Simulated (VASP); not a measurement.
Wanted: the native input for a VASP 6.6.1 run.

| Property | Result |
| --- | --- |
| Task | single point |
| Functional | r2SCAN |
| Potentials or basis | VASP PAW PBE potentials, release 64 (Ta_pv, N) |
| Cutoff | 520 eV |
| k mesh | 12 × 12 × 12 |
| Occupations | gaussian, width 0.1 eV |
| Spin | no spin polarisation |
| Dipole correction | no |
| Further INCAR settings | ALGO = Normal; EDIFF = 1e-06; NBANDS = 33 |

The system is TaN.

```
Ta N
1.0
     4.92493    0.00000    0.00000
    -2.46246    4.26511    0.00000
     0.00000    0.00000    3.03097
Ta N
3 3
Direct
  0.00000 0.00000 0.00000
  0.33333 0.66667 0.50000
  0.66667 0.33333 0.50000
  0.50000 0.00000 0.00000
  0.50000 0.50000 0.00000
  0.00000 0.50000 0.00000
```

This cell differs from its parent crystal: biaxial strain in the a-b plane: -6.0 %, then relaxed in part.

These files were run (other wordings do the same):

POSCAR

```
TaN
1.0
    4.9249271972      0.0000000000      0.0000000000
   -2.4624635986      4.2651120646      0.0000000000
    0.0000000000      0.0000000000      3.0309660130
Ta N
3 3
Direct
    0.0000000000      0.0000000000      0.0000000000
    0.3333333333      0.6666666667      0.5000000000
    0.6666666667      0.3333333333      0.5000000000
    0.5000000000      0.0000000000      0.0000000000
    0.5000000000      0.5000000000      0.0000000000
    0.0000000000      0.5000000000      0.0000000000
```

INCAR.step1

```
SYSTEM = TaN
PREC     = Accurate       ! precision mode
ENCUT    = 520            ! plane-wave cutoff, eV
ISMEAR   = 0              ! smearing method
SIGMA    = 0.1            ! smearing width, eV
LREAL    = .False.        ! projectors in reciprocal space
LASPH    = .True.         ! aspherical terms in the spheres
NELM     = 60             ! most SCF steps
NBANDS   = 33             ! bands
GGA      = PE             ! functional
ALGO     = Normal         ! electronic algorithm
EDIFF    = 1E-4           ! SCF threshold, eV
LWAVE    = .True.         ! write WAVECAR
LCHARG   = .False.        ! write CHGCAR
```

INCAR.step2

```
SYSTEM = TaN
PREC     = Accurate       ! precision mode
ENCUT    = 520            ! plane-wave cutoff, eV
EDIFF    = 1E-6           ! SCF threshold, eV
ISMEAR   = 0              ! smearing method
SIGMA    = 0.1            ! smearing width, eV
LREAL    = .False.        ! projectors in reciprocal space
LASPH    = .True.         ! aspherical terms in the spheres
NELM     = 60             ! most SCF steps
ALGO     = Normal         ! electronic algorithm
ISIF     = 2              ! what is computed and relaxed
LWAVE    = .False.        ! write WAVECAR
LCHARG   = .True.         ! write CHGCAR
METAGGA  = R2SCAN         ! meta-GGA
LMIXTAU  = .True.       
LELF     = .True.         ! ELF
LVHAR    = .True.       
NBANDS   = 33             ! bands
ISTART   = 1
```

KPOINTS

```
regular mesh
0
Gamma
  12 12 12
  0 0 0
```

Potentials or basis: VASP PAW PBE potentials, release 64 (Ta_pv, N).

Run with:

```console
$ cat potpaw_PBE.64/Ta_pv/POTCAR potpaw_PBE.64/N/POTCAR > POTCAR
$ cp INCAR.step1 INCAR
$ mpirun -np 1 vasp_std > vasp.out
$ cp INCAR.step2 INCAR
$ mpirun -np 1 vasp_std > vasp.out
```

Results of the run:

```yaml
Pressure: 24.1 GPa
Band_gap_on_the_k_mesh: zero (bands 24 and 25 overlap by 1.19 eV)
```

Caveat: the cell differs from its parent crystal (biaxial strain in the a-b plane: -6.0 %, then relaxed in part); the cell stands under pressure; the PAW data sets were made with another functional, which shifts forces and pressure a little; spin-orbit coupling is left out, which moves the levels of the heavy elements.

It took 7 min on 1 thread of Intel(R) Xeon(R) 6975P-C (Granite Rapids), on a shared host, peak memory 0.36 GiB.
